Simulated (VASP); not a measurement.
# Li8Cl7 (a cell with a defect) in VASP: notebook

Li8Cl7 (a cell with a defect) is run at these levels: PBE; tasks: single point.

All numbers are computed with VASP 6.6.1; they aren't measurements. Logs are shortened: lines on timing, memory, paths and dates and some standing lists are left out, and cuts for length are marked.

**1. The cell of the first run**

The cell holds a defect, 15 atoms: a = 7.414 Å, b = 7.414 Å, c = 7.851 Å, α = 105.35°, β = 105.35°, γ = 116.06°.

**2. Single point, PBE**

File INCAR:

```
SYSTEM = Li8Cl7
  PREC = Accurate
  ENCUT = 520
  EDIFF = 1E-7
  ISMEAR = 0
  SIGMA = 0.05
  LREAL = Auto
  LASPH = .True.
  NELM = 60
  ALGO = Normal
  ISIF = 2
  LWAVE = .False.
  LCHARG = .False.
  GGA = PE
  NBANDS = 50
```

File KPOINTS:

```
Automatic mesh
0
Gamma
  4 4 4
  0 0 0
```

File POSCAR:

```
Li8Cl7
1.0
   -1.9626901213      3.3994790095     -6.2893910683
   -1.9626901213      3.3994790095      6.2893910683
    7.8507604851      0.0000000001      0.0000000000
Li Cl
8 7
Direct
    0.6523886476      0.6047716372      0.3301005141
    0.2308128214      0.1335000620      0.3470837383
    0.7242727019      0.5967303069      0.8238338907
    0.2387528356      0.0840233889      0.8500521344
    0.0825157917      0.5980028976      0.1548203274
    0.6720352748      0.0405868632      0.1623985897
    0.1647913389      0.5044114988      0.6472928079
    0.6514089727      0.0335715768      0.6634626757
    0.4409186291      0.9308042105      0.3268457713
    0.9261676779      0.4219330126      0.8088562783
    0.4299132621      0.8983788048      0.8254792297
    0.8539276904      0.7866116347      0.1741345096
    0.0506516138      0.3571091037      0.2985328538
    0.8374995976      0.8357212060      0.6717829377
    0.3481006212      0.3141305600      0.6931014655
```

Potentials or basis: VASP PAW PBE potentials, release 64 (Li_sv, Cl).

Run with:

```
$ cat potpaw_PBE.64/Li_sv/POTCAR potpaw_PBE.64/Cl/POTCAR > POTCAR
$ mpirun -np 1 vasp_std > vasp.out
```

OUTCAR:

```text
SYSTEM = Li8Cl7
   PREC = Accurate
   ENCUT = 520
   EDIFF = 1E-7
   ISMEAR = 0
   LREAL = Auto
   LASPH = .True.
   NELM = 60
   ISIF = 2
   GGA = PE

 ion  position               nearest neighbor table
   1  0.652  0.605  0.330-  14 2.36  12 2.37
   2  0.231  0.134  0.347-  15 2.39  12 2.47  13 2.59   9 2.60
   3  0.724  0.597  0.824-  15 2.33  14 2.37  10 2.38  12 2.41
   4  0.239  0.084  0.850-  15 2.35  11 2.38  14 2.41
   5  0.083  0.598  0.155-  13 2.31   9 2.36  10 2.36
   6  0.672  0.041  0.162-  11 2.38   9 2.40  13 2.41
   7  0.165  0.504  0.647-  15 2.38  11 2.38  10 2.40  13 2.40
   8  0.651  0.034  0.663-  10 2.37  11 2.38   9 2.39  14 2.42
   9  0.441  0.931  0.327-   5 2.36   8 2.39   6 2.40   2 2.60
  10  0.926  0.422  0.809-   5 2.36   8 2.37   3 2.38   7 2.40
  11  0.430  0.898  0.825-   8 2.38   4 2.38   6 2.38   7 2.38
  12  0.854  0.787  0.174-   1 2.37   3 2.41   2 2.47
  13  0.051  0.357  0.299-   5 2.31   7 2.40   6 2.41   2 2.59
  14  0.837  0.836  0.672-   1 2.36   3 2.37   4 2.41   8 2.42
  15  0.348  0.314  0.693-   3 2.33   4 2.35   7 2.38   2 2.39

  LATTYP: Found a face centered orthorhombic cell.
 ALAT       =     7.8507604850
 B/A-ratio  =     1.6022374088
 C/A-ratio  =     1.7320508076

  Lattice vectors:

 A1 = (   5.8880703638,   3.3994790096,   6.2893910683)
 A2 = (   3.9253802425,   6.7989580191,   0.0000000000)
 A3 = (  -1.9626901213,   3.3994790095,   6.2893910683)

Analysis of symmetry for initial positions (statically):
=====================================================================
 Subroutine PRICEL returns:
 Original cell was already a primitive cell.

 Routine SETGRP: Setting up the symmetry group for a
 face centered orthorhombic supercell.

 Subroutine GETGRP returns: Found  1 space group operations
 (whereof  1 operations were pure point group operations)
 out of a pool of  8 trial point group operations.

The static configuration has the point symmetry C_1 .

Analysis of symmetry for dynamics (positions and initial velocities):
=====================================================================
 Subroutine PRICEL returns:
 Original cell was already a primitive cell.

 Routine SETGRP: Setting up the symmetry group for a
 face centered orthorhombic supercell.

 Subroutine GETGRP returns: Found  1 space group operations
[... 142 lines left out ...]
   EMIN   =  10.00;   EMAX   =-10.00  energy-range for DOS
   EFERMI =   0.00;   METHOD = LEGACY
   ISMEAR =     0;   SIGMA  =   0.05  broadening in eV -4-tet -1-fermi 0-gaus
   EFERMI_NEDOS =   21; number of points for ismear=-14 and -15
   IALGO  =     38    algorithm
   IMIX   =      4    mixing-type and parameters
     AMIX     =   0.40;   BMIX     =  1.00
     AMIX_MAG =   1.60;   BMIX_MAG =  1.00
  volume/ion in A,a.u.               =      22.38       151.03
  Fermi-wavevector in a.u.,A,eV,Ry     =   0.984453  1.860346 13.186049  0.969147
  Thomas-Fermi vector in A             =   2.115687
   LORBIT       =      0    0 simple, 1 ext, 2 COOP (PROOUT), +10 PAW based schemes
   GGA     = PE    functional components
   LHFCALC =     F    Hartree Fock is set to
   AEXX    =    0.0000 exact exchange contribution
   IVDW    =     0    specifies the selected vdW correction
   LEPSILON=     F    determine dielectric tensor
   LRPA    =     F    only Hartree local field effects (RPA)
 non-spin polarized calculation
 Gauss-broadening in eV      SIGMA  =   0.05
  energy-cutoff  :      520.00
  volume of cell :      335.71
 maximum number of plane-waves:      9073
   NGX = 27   NGY = 27   NGZ = 29

 number of electron      73.0000002 magnetization

 Free energy of the ion-electron system (eV)
  ---------------------------------------------------
  ext. energy  EPLUGINS =         0.00000000
  ---------------------------------------------------
  free energy    TOTEN  =       -52.40721847 eV

  energy without entropy =      -52.40050267  energy(sigma->0) =      -52.40386057

 E-fermi :   3.2355     XC(G=0):  -7.3519

 val. band max:        3.2340060317   @ k =  -0.0000   0.5000   0.5000
 cond. band min:       3.2456442181   @ k =  -0.2500   0.5000   0.0000
 fundamental gap:      0.0116381864
 Fermi energy:         3.2354652307

 k-point     1 :       0.0000    0.0000    0.0000
  band No.  band energies     occupation
      1     -45.0470      2.00000
      2     -44.9373      2.00000
      3     -44.8562      2.00000
      4     -44.8158      2.00000
      5     -44.7633      2.00000
      6     -44.6880      2.00000
[... 1213 lines left out ...]
     47       7.4845      0.00000
     48       7.5843      0.00000

 [... further k-points ...]

 [bands above 48 left out]

------------------------ aborting loop because EDIFF is reached ----------------------------------------

  FORCE on cell =-STRESS in cart. coord.  units (eV):
  Direction    XX          YY          ZZ          XY          YZ          ZX
  --------------------------------------------------------------------------------------
  -------------------------------------------------------------------------------------
  Total        0.0257023     -0.0572423     -0.8642780     -0.1778543      0.5156006     -0.6127671
  in kB        0.1226646     -0.2731903     -4.1247855     -0.8488136      2.4607149     -2.9244440
  external PRESSURE =      -1.4251037 kB  Pullay stress =       0.0000000 kB

 VOLUME and BASIS-vectors are now :
 -----------------------------------------------------------------------------
  energy-cutoff  :      520.00
  volume of cell :      335.71
      direct lattice vectors                 reciprocal lattice vectors
    -1.962690121  3.399479009 -6.289391068    -0.000000000  0.147081361 -0.079498952
    -1.962690121  3.399479009  6.289391068    -0.000000000  0.147081361  0.079498952
     7.850760485  0.000000000  0.000000000     0.127376195  0.073540681  0.000000000

 POSITION                                       TOTAL-FORCE (eV/Angst)
 -----------------------------------------------------------------------------------
      0.12412      4.27369     -0.29948        -0.026602      0.018934      0.006371
      2.00984      1.23847     -0.61204        -0.062298      0.022551      0.023287
      3.87500      4.49072     -0.80216        -0.013971      0.009259     -0.015036
      6.04005      1.09727     -0.97315         0.003970      0.026561      0.005258
     -0.12019      2.31341      3.24210        -0.017044      0.013519      0.020810
     -0.12370      2.42254     -3.97143        -0.003179      0.014320      0.000542
      3.76830      2.27494      2.13600         0.029369      0.010672     -0.006040
      3.86428      2.32858     -3.88582         0.008409      0.002575     -0.014523
     -0.12628      4.66314      3.08108         0.000938      0.006294     -0.059123
      3.70423      4.58284     -3.17133         0.007050     -0.004124     -0.019712
      3.87361      4.51550      2.94636         0.006769      0.013831     -0.003264
     -1.85278      5.57698     -0.42338        -0.013041      0.010144     -0.080329
      1.54340      1.38617      1.92743         0.121918     -0.160989      0.187055
      1.98999      5.68808     -0.01119        -0.015465      0.014772     -0.020173
      4.14162      2.25124     -0.21365        -0.026823      0.001681     -0.025124
 -----------------------------------------------------------------------------------
    total drift:                               -0.000394      0.003595     -0.000990

  FREE ENERGIE OF THE ION-ELECTRON SYSTEM (eV)
  ---------------------------------------------------
  free  energy   TOTEN  =       -52.4072184705 eV

  energy  without entropy=      -52.4005026722  energy(sigma->0) =      -52.40386057
```

OSZICAR:

```text
N       E                     dE             d eps       ncg     rms          rms(c)
DAV:   1     0.643488155181E+03    0.64349E+03   -0.29767E+04  3600   0.139E+03
DAV:   2     0.451366429968E+02   -0.59835E+03   -0.56506E+03  4344   0.335E+02
DAV:   3    -0.421966824698E+02   -0.87333E+02   -0.86850E+02  4682   0.118E+02
DAV:   4    -0.515382898585E+02   -0.93416E+01   -0.92799E+01  6824   0.398E+01
DAV:   5    -0.534048427906E+02   -0.18666E+01   -0.18659E+01  5368   0.107E+01    0.722E+00
DAV:   6    -0.523565914198E+02    0.10483E+01   -0.25765E+00  4584   0.577E+00    0.511E+00
DAV:   7    -0.523290837614E+02    0.27508E-01   -0.86679E-01  5896   0.272E+00    0.285E+00
DAV:   8    -0.523971189778E+02   -0.68035E-01   -0.17596E-01  5120   0.157E+00    0.511E-01
DAV:   9    -0.524008653900E+02   -0.37464E-02   -0.25855E-02  5696   0.481E-01    0.265E-01
DAV:  10    -0.524066613477E+02   -0.57960E-02   -0.69777E-03  4352   0.311E-01    0.621E-02
DAV:  11    -0.524071463734E+02   -0.48503E-03   -0.65530E-04  5104   0.998E-02    0.444E-02
DAV:  12    -0.524072061350E+02   -0.59762E-04   -0.17249E-04  4816   0.537E-02    0.109E-02
DAV:  13    -0.524072146396E+02   -0.85046E-05   -0.19583E-05  5112   0.178E-02    0.104E-02
DAV:  14    -0.524072186053E+02   -0.39657E-05   -0.95235E-06  4552   0.117E-02    0.471E-03
DAV:  15    -0.524072184610E+02    0.14435E-06   -0.21176E-06  4328   0.524E-03    0.126E-03
DAV:  16    -0.524072184705E+02   -0.95497E-08   -0.18159E-07  3904   0.166E-03
   1 F= -.52407218E+02 E0= -.52403861E+02  d E =-.671580E-02
```

Run time: 8.1 min. Hardware: 1 thread of Intel Xeon 6975P-C (Granite Rapids), shared host; peak memory 0.63 GiB.

Results:

```yaml
Free_energy: -52.4072 eV
Largest_force: 0.275 eV/Å
Band_gap_on_the_k_mesh: zero (an odd number of electrons rules out a gap without spin polarisation)
```

Forces on the atoms (eV/Å):
```
Li  -0.027  0.019  0.006
Li  -0.062  0.023  0.023
Li  -0.014  0.009 -0.015
Li   0.004  0.027  0.005
Li  -0.017  0.014  0.021
Li  -0.003  0.014  0.001
Li   0.029  0.011 -0.006
Li   0.008  0.003 -0.015
Cl   0.001  0.006 -0.059
Cl   0.007 -0.004 -0.020
Cl   0.007  0.014 -0.003
Cl  -0.013  0.010 -0.080
Cl   0.122 -0.161  0.187
Cl  -0.015  0.015 -0.020
Cl  -0.027  0.002 -0.025
```

Caveat: the cutoff is under 1.25 times the usual one of these potentials, so pressure, stress and relaxed cells hold a basis-set (Pulay) error; an odd number of electrons without spin polarisation forces a metal; a magnetic or distorted state may lie lower.

**3. Single point, PBE**

File INCAR:

```
PREC = Accurate
ENCUT = 520
EDIFF = 1E-6
ISMEAR = 0
SIGMA = 0.05
LREAL = Auto
LASPH = True
NELM = 100
ALGO = Normal
ISIF = 2
LWAVE = False
LCHARG = False
GGA = PE
NBANDS = 50
```

File KPOINTS:

```
regular mesh
0
Gamma
  4 4 4
```

File POSCAR:

```
Li8Cl7
1.0
   -1.9626901213      3.3994790095     -6.2893910683
   -1.9626901213      3.3994790095      6.2893910683
    7.8507604851      0.0000000001      0.0000000000
Li Cl
8 7
Direct
    0.6939870153      0.5902338867      0.3324030434
    0.2353736660      0.1274460474      0.3409232357
    0.7241306633      0.5987811674      0.8249903935
    0.2365876590      0.0934187910      0.8480335647
    0.1018646156      0.5852486137      0.1569230585
    0.6604766438      0.0174837124      0.1607252057
    0.1599631140      0.5129314659      0.6600009712
    0.6486243718      0.0255389319      0.6631629721
    0.4342950480      0.9335295472      0.3307192756
    0.9205723390      0.4169655564      0.8162814834
    0.4275819428      0.9053378920      0.8298730556
    0.8498075278      0.8060067850      0.1705288802
   -0.0381921558      0.3902416895      0.3216154851
    0.8381862829      0.8322602720      0.6684872073
    0.3414547260      0.3187517332      0.6808878841
```

Potentials or basis: VASP PAW PBE potentials, release 64 (Li_sv, Cl).

Run with:

```
$ cat potpaw_PBE.64/Li_sv/POTCAR potpaw_PBE.64/Cl/POTCAR > POTCAR
$ mpirun -np 1 vasp_std > vasp.out
```

It took 19 min on 1 thread of Intel Xeon Platinum 8259CL at 2.50GHz (Skylake/Cascade Lake), shared host; peak memory 0.63 GiB.

The run converged. Its results:

```yaml
Free_energy: -52.5930 eV
Largest_force: 0.257 eV/Å
Band_gap_on_the_k_mesh: zero (an odd number of electrons rules out a gap without spin polarisation)
```

Forces in eV/Å, atoms in the order of the input:
```
Li  -0.021  0.034 -0.121
Li  -0.024  0.002 -0.034
Li  -0.004  0.007 -0.008
Li  -0.016  0.013  0.014
Li   0.000  0.004 -0.074
Li   0.010 -0.029 -0.026
Li   0.021  0.008  0.014
Li   0.002 -0.008 -0.021
Cl   0.005  0.008  0.002
Cl   0.015 -0.012 -0.010
Cl   0.003  0.009  0.008
Cl  -0.024  0.016  0.031
Cl   0.086 -0.058  0.236
Cl  -0.018  0.003 -0.021
Cl  -0.036  0.002  0.012
```

Levels at points of the mesh, in eV from the Fermi level:
```
           k point  band 32  band 33  band 34  band 35  band 36  band 37  band 38  band 39  band 40  band 41
(0.00, 0.00, 0.00)    -5.29    -5.13    -5.04    -5.03    -4.91    -0.57     1.70     2.39     2.41     2.57
(0.50, 0.00, 0.00)    -5.36    -5.21    -5.20    -5.17    -4.97     0.07     1.64     2.24     2.50     2.83
(0.00, 0.50, 0.50)    -5.34    -5.25    -5.22    -5.13    -5.08     0.05     1.70     2.38     2.49     2.75
(0.00, 0.50, 0.00)    -5.29    -5.25    -5.19    -5.16    -5.14     0.03     1.57     2.50     2.58     2.86
(0.50, 0.00, 0.50)    -5.31    -5.21    -5.19    -5.15    -5.00     0.04     1.61     2.36     2.58     2.76
(0.50, 0.50, 0.00)    -5.27    -5.23    -5.19    -5.11    -5.09     0.00     1.63     2.27     2.57     2.69
(0.00, 0.00, 0.50)    -5.28    -5.22    -5.09    -5.05    -4.95    -0.09     1.51     2.57     2.67     2.83
(0.50, 0.50, 0.50)    -5.38    -5.36    -5.34    -5.32    -5.15     0.22     1.83     2.01     2.60     2.73
```

Caveat: the cutoff is under 1.25 times the usual one of these potentials, so pressure, stress and relaxed cells hold a basis-set (Pulay) error; an odd number of electrons without spin polarisation forces a metal; a magnetic or distorted state may lie lower.
